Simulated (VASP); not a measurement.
# Hf in VASP: relaxation of the atoms with PBEsol

Aim: the relaxation of the atoms of Hf with PBEsol.

All numbers are computed with VASP 6.6.1; they aren't measurements. Logs are shortened: lines on timing, memory, paths and dates and some standing lists are left out, and cuts for length are marked.

## (1) The cell of the first run

The cell holds a slab with vacuum, 5 atoms: a = 3.158 Å, b = 3.158 Å, c = 26.009 Å, α = 90.00°, β = 90.00°, γ = 120.00°.

## (2) Relaxation of the atoms, PBEsol

INCAR reads:

```
SYSTEM = Hf
ALGO     = Normal         ! electronic algorithm
DIPOL    = 0.5 0.5 0.500
EDIFF    = 1E-7           ! SCF threshold, eV
EDIFFG   = -0.01          ! ionic threshold
ENCUT    = 520            ! plane-wave cutoff, eV
GGA      = PS             ! functional
IBRION   = 2              ! ionic algorithm
IDIPOL   = 3            
ISIF     = 2              ! what is computed and relaxed
ISMEAR   = -1             ! smearing method
KPAR     = 4            
LASPH    = .TRUE.         ! aspherical terms in the spheres
LCHARG   = .FALSE.        ! write CHGCAR
LDIPOL   = .TRUE.       
LREAL    = .FALSE.        ! projectors in reciprocal space
LWAVE    = .FALSE.        ! write WAVECAR
NELM     = 100            ! most SCF steps
NSW      = 60             ! ionic steps
PREC     = Accurate       ! precision mode
SIGMA    = 0.1            ! smearing width, eV
```

KPOINTS reads:

```
k-points
0
G
  13 13 1
  0 0 0
```

POSCAR reads:

```
Hf
1.0
    3.1580102184      0.0000000000      0.0000000000
   -1.5790051092      2.7349170745      0.0000000000
    0.0000000000      0.0000000000     26.0090000000
Hf
5
Direct
    0.0000000000      0.0000000000      0.3075857772
    0.3333333340      0.6666666660      0.4037928888
    0.0000000000      0.0000000000      0.4999999997
    0.3333333340      0.6666666660      0.5962071112
    0.0000000000      0.0000000000      0.6924142228
```

Potentials or basis: VASP PAW PBE potentials, release 64 (Hf_pv).

Run with:

```console
> cat potpaw_PBE.64/Hf_pv/POTCAR > POTCAR
> mpirun -np 4 vasp_std > vasp.out
```

OUTCAR:

```text
SYSTEM = Hf
   EDIFF = 1E-7
   EDIFFG = -0.01
   ENCUT = 520
   GGA = PS
   IBRION = 2
   ISIF = 2
   ISMEAR = -1
   LASPH = .TRUE.
   LREAL = .FALSE.
   NELM = 100
   NSW = 60
   PREC = Accurate

 ion  position               nearest neighbor table
   1  0.000  0.000  0.308-   2 3.10   2 3.10   2 3.10
   2  0.333  0.667  0.404-   3 3.10   3 3.10   3 3.10   1 3.10   1 3.10   1 3.10
   3  0.000  0.000  0.500-   2 3.10   2 3.10   2 3.10   4 3.10   4 3.10   4 3.10
   4  0.333  0.667  0.596-   3 3.10   3 3.10   5 3.10   5 3.10   3 3.10   5 3.10
   5  0.000  0.000  0.692-   4 3.10   4 3.10   4 3.10

  LATTYP: Found a hexagonal cell.
 ALAT       =     3.1580102184
 C/A-ratio  =     8.2358821540

  Lattice vectors:

 A1 = (   3.1580102184,   0.0000000000,   0.0000000000)
 A2 = (  -1.5790051092,   2.7349170745,   0.0000000000)
 A3 = (   0.0000000000,   0.0000000000,  26.0090000000)

Analysis of symmetry for initial positions (statically):
=====================================================================
 Subroutine PRICEL returns:
 Original cell was already a primitive cell.

 Routine SETGRP: Setting up the symmetry group for a
 hexagonal supercell.

 Subroutine GETGRP returns: Found 12 space group operations
 (whereof 12 operations were pure point group operations)
 out of a pool of 24 trial point group operations.

The static configuration has the point symmetry D_3h.

Analysis of symmetry for dynamics (positions and initial velocities):
=====================================================================
 Subroutine PRICEL returns:
 Original cell was already a primitive cell.

 Routine SETGRP: Setting up the symmetry group for a
 hexagonal supercell.

 Subroutine GETGRP returns: Found 12 space group operations
 (whereof 12 operations were pure point group operations)
 out of a pool of 24 trial point group operations.

The dynamic configuration has the point symmetry D_3h.

 Subroutine INISYM returns: Found 12 space group operations
 (whereof 12 operations are pure point group operations),
 and found     1 'primitive' translations

----------------------------------------------------------------------------------------

                                     Primitive cell

  volume of cell :     224.6370

  direct lattice vectors                    reciprocal lattice vectors
     3.158010218  0.000000000  0.000000000     0.316655087  0.182820900  0.000000000
    -1.579005109  2.734917075  0.000000000     0.000000000  0.365641799  0.000000000
     0.000000000  0.000000000 26.009000000     0.000000000  0.000000000  0.038448229

  length of vectors
     3.158010218  3.158010218 26.009000000     0.365641799  0.365641799  0.038448229

  position of ions in fractional coordinates (direct lattice)
     0.000000000  0.000000000  0.307585777
     0.333333334  0.666666666  0.403792889
     0.000000000  0.000000000  0.500000000
     0.333333334  0.666666666  0.596207111
     0.000000000  0.000000000  0.692414223

  ion indices of the primitive-cell ions
   primitive index   ion index
                 1           1
                 2           2
                 3           3
                 4           4
                 5           5

----------------------------------------------------------------------------------------

 KPOINTS: k-points

Automatic generation of k-mesh.
 Grid dimensions read from file:
 generate k-points for:   13   13    1

 Generating k-lattice:

  Cartesian coordinates                     Fractional coordinates (reciprocal lattice)
     0.024358084  0.014063146  0.000000000     0.076923077  0.000000000  0.000000000
     0.000000000  0.028126292  0.000000000     0.000000000  0.076923077  0.000000000
     0.000000000  0.000000000  0.038448229     0.000000000  0.000000000  1.000000000

  Length of vectors
     0.028126292  0.028126292  0.038448229

  Shift w.r.t. Gamma in fractional coordinates (k-lattice)
     0.000000000  0.000000000  0.000000000

 Subroutine IBZKPT returns following result:
 ===========================================

 Found     21 irreducible k-points:

 Following reciprocal coordinates:
            Coordinates               Weight
  0.000000  0.000000  0.000000      1.000000
  0.076923  0.000000  0.000000      6.000000
  0.153846 -0.000000  0.000000      6.000000
  0.230769  0.000000  0.000000      6.000000
  0.307692 -0.000000  0.000000      6.000000
  0.384615 -0.000000  0.000000      6.000000
[... 13 lines left out ...]
  0.384615  0.230769  0.000000      6.000000
  0.307692  0.307692  0.000000      6.000000
   k-points           NKPTS =     21   k-points in BZ     NKDIM =     21   number of bands    NBANDS=     30
   number of dos      NEDOS =    301   number of ions     NIONS =      5
   total plane-waves  NPLWV = 112896
   dimension x,y,z NGX =    24 NGY =   24 NGZ =  196
   dimension x,y,z NGXF=    48 NGYF=   48 NGZF=  392
   ions per type =               5
   NGX,Y,Z   is equivalent  to a cutoff of  12.63, 12.63, 12.53 a.u.
   NGXF,Y,Z  is equivalent  to a cutoff of  25.27, 25.27, 25.06 a.u.
 SYSTEM =  Hf
   PREC   = accura    normal or accurate (medium, high low for compatibility)
   ISTART =      0    job   : 0-new  1-cont  2-samecut
   ICHARG =      2    charge: 1-file 2-atom 10-const
   ISPIN  =      1    spin polarized calculation?
   LNONCOLLINEAR =      F non collinear calculations
   LSORBIT =      F    spin-orbit coupling
   LASPH  =      T    aspherical Exc in radial PAW
   ENCUT  =  520.0 eV  38.22 Ry    6.18 a.u.   5.87  5.87 48.36*2*pi/ulx,y,z
   NELM   =    100;   NELMIN=  2; NELMDL= -5     # of ELM steps
   EDIFF  = 0.1E-06   stopping-criterion for ELM
   LREAL  =      F    real-space projection
   EDIFFG = -.1E-01   stopping-criterion for IOM
   NSW    =     60    number of steps for IOM
   IBRION =      2    ionic relax: 0-MD 1-quasi-New 2-CG
   NFREE  =      1    steps in history (QN), initial steepest desc. (CG)
   ISIF   =      2    stress and relaxation
   ISYM   =      2    0-nonsym 1-usesym 2-fastsym
   POTIM  = 0.5000    time-step for ionic-motion
   TEBEG  =    0.0;   TEEND  =   0.0 temperature during run
   PSTRESS=    0.0 pullay stress
   NELECT =      50.0000    total number of electrons
   NUPDOWN=      -1.0000    fix difference up-down
   EMIN   =  10.00;   EMAX   =-10.00  energy-range for DOS
   EFERMI =   0.00;   METHOD = LEGACY
   ISMEAR =    -1;   SIGMA  =   0.10  broadening in eV -4-tet -1-fermi 0-gaus
   EFERMI_NEDOS =   21; number of points for ismear=-14 and -15
   IALGO  =     38    algorithm
   IMIX   =      4    mixing-type and parameters
     AMIX     =   0.40;   BMIX     =  1.00
     AMIX_MAG =   1.60;   BMIX_MAG =  1.00
  volume/ion in A,a.u.               =      44.93       303.19
  Fermi-wavevector in a.u.,A,eV,Ry     =   0.992136  1.874864 13.392665  0.984333
  Thomas-Fermi vector in A             =   2.123926
   LORBIT       =      0    0 simple, 1 ext, 2 COOP (PROOUT), +10 PAW based schemes
   GGA     = PS    functional components
   LHFCALC =     F    Hartree Fock is set to
   AEXX    =    0.0000 exact exchange contribution
   IVDW    =     0    specifies the selected vdW correction
   LEPSILON=     F    determine dielectric tensor
   LRPA    =     F    only Hartree local field effects (RPA)
 conjugate gradient relaxation of ions
 non-spin polarized calculation
  energy-cutoff  :      520.00
  volume of cell :      224.64
 maximum number of plane-waves:      6086
 NGX is ok and might be reduce to    24
   NGX = 11   NGY = 11   NGZ = 97

--------------------------------------- Ionic step        1  -------------------------------------------

 number of electron      49.9999999 magnetization

 Free energy of the ion-electron system (eV)
  ---------------------------------------------------
  ext. energy  EPLUGINS =         0.00000000
  ---------------------------------------------------
  free energy    TOTEN  =       -50.43979318 eV

  energy without entropy =      -50.21406852  energy(sigma->0) =      -50.32693085

------------------------ aborting loop because EDIFF is reached ----------------------------------------

  FORCE on cell =-STRESS in cart. coord.  units (eV):
  Direction    XX          YY          ZZ          XY          YZ          ZX
  --------------------------------------------------------------------------------------
  -------------------------------------------------------------------------------------
  Total       -2.5858213     -2.5858213     -2.8636984      0.0000000      0.0000000     -0.0000000
  in kB      -18.4428377    -18.4428377    -20.4247386      0.0000000      0.0000000     -0.0000000
  external PRESSURE =     -19.1034713 kB  Pullay stress =       0.0000000 kB
[... 98 lines left out ...]
  FREE ENERGIE OF THE ION-ELECTRON SYSTEM (eV)
  ---------------------------------------------------
  free  energy   TOTEN  =       -50.5588640078 eV

  energy  without entropy=      -50.3732966307  energy(sigma->0) =      -50.46608032

[... ionic steps 4 to 7 ...]

--------------------------------------- Ionic step        8  -------------------------------------------

 number of electron      49.9999999 magnetization

------------------------ aborting loop because EDIFF is reached ----------------------------------------
[... 73 lines left out ...]
--------------------------------------- Ionic step       10  -------------------------------------------

 number of electron      49.9999999 magnetization

 dipolmoment           0.000000      0.000000      0.000000 electrons x Angstroem

 Free energy of the ion-electron system (eV)
  ---------------------------------------------------
  ext. energy  EPLUGINS =         0.00000000
  ---------------------------------------------------
  free energy    TOTEN  =       -50.56416635 eV

  energy without entropy =      -50.38172591  energy(sigma->0) =      -50.47294613

 E-fermi :   0.1760     XC(G=0):  -6.2916

 val. band max:        0.1325062194   @ k =   0.1538  -0.0000   0.0000
 cond. band min:       0.1854556700   @ k =   0.3077   0.3077   0.0000
 fundamental gap:      0.0529494505
 Fermi energy:         0.1760145550

 k-point     1 :       0.0000    0.0000    0.0000
  band No.  band energies     occupation
      1     -30.8122      2.00000
      2     -30.7640      2.00000
      3     -30.4140      2.00000
      4     -30.1213      2.00000
      5     -30.1213      2.00000
      6     -30.1211      2.00000
[... 682 lines left out ...]
     29       0.4811      0.09038
     30       0.6797      0.01290

------------------------ aborting loop because EDIFF is reached ----------------------------------------

 vacuum level on the upper side and lower side of the slab       (xc-potential included)        -0.003        -0.003

  FORCE on cell =-STRESS in cart. coord.  units (eV):
  Direction    XX          YY          ZZ          XY          YZ          ZX
  --------------------------------------------------------------------------------------
  -------------------------------------------------------------------------------------
  Total       -1.5155187     -1.5155187     -0.0109770      0.0000000      0.0000000      0.0000000
  in kB      -10.8091246    -10.8091246     -0.0782909      0.0000000      0.0000000      0.0000000
  external PRESSURE =      -7.2321801 kB  Pullay stress =       0.0000000 kB
[... 20 lines left out ...]
  FREE ENERGIE OF THE ION-ELECTRON SYSTEM (eV)
  ---------------------------------------------------
  free  energy   TOTEN  =       -50.5641663492 eV

  energy  without entropy=      -50.3817259136  energy(sigma->0) =      -50.47294613

 reached required accuracy - stopping structural energy minimisation

 vacuum level on the upper side and lower side of the slab         4.630         4.630
```

It took 20 min on 4 MPI ranks of Oxide Virtual Turin-like, shared host; peak memory 0.38 GiB.

Results:

| Quantity | Value |
| --- | --- |
| Free energy | -50.5642 eV |
| Energy gained by relaxing | 24.9 meV/atom |
| Ionic steps | 10 |
| Band gap on the k mesh | zero (bands 25 and 26 overlap by 1.55 eV) |

The path:
```tsv
step	energy change (eV)	largest force (eV/Å)	pressure (GPa)
1	0.0000	0.7542	-1.91
2	-0.0798	0.4514	-1.62
3	-0.1191	0.0740	-1.11
4	-0.1191	0.0740	-1.13
5	-0.1200	0.0658	-1.09
6	-0.1223	0.0408	-0.97
7	-0.1243	0.0197	-0.73
8	-0.1243	0.0181	-0.71
9	-0.1243	0.0223	-0.74
10	-0.1244	0.0004	-0.72
```

Final structure:
```cif
data_structure
_symmetry_space_group_name_H-M 'P 1'
_symmetry_Int_Tables_number 1
_cell_length_a 3.1580
_cell_length_b 3.1580
_cell_length_c 26.0090
_cell_angle_alpha 90.000
_cell_angle_beta 90.000
_cell_angle_gamma 120.000
_cell_volume 224.64
loop_
_atom_site_label
_atom_site_type_symbol
_atom_site_fract_x
_atom_site_fract_y
_atom_site_fract_z
_atom_site_occupancy
Hf1 Hf 0.00000 0.00000 0.31204 1
Hf2 Hf 0.33333 0.66667 0.40205 1
Hf3 Hf 0.00000 0.00000 0.50000 1
Hf4 Hf 0.33333 0.66667 0.59795 1
Hf5 Hf 0.00000 0.00000 0.68796 1
```

Caveat: the PAW data sets were made with another functional, which shifts forces and pressure a little; spin-orbit coupling is left out, which moves the levels of the heavy elements.

The gap in the log of VASP goes by the Fermi energy; the results here count the filled bands.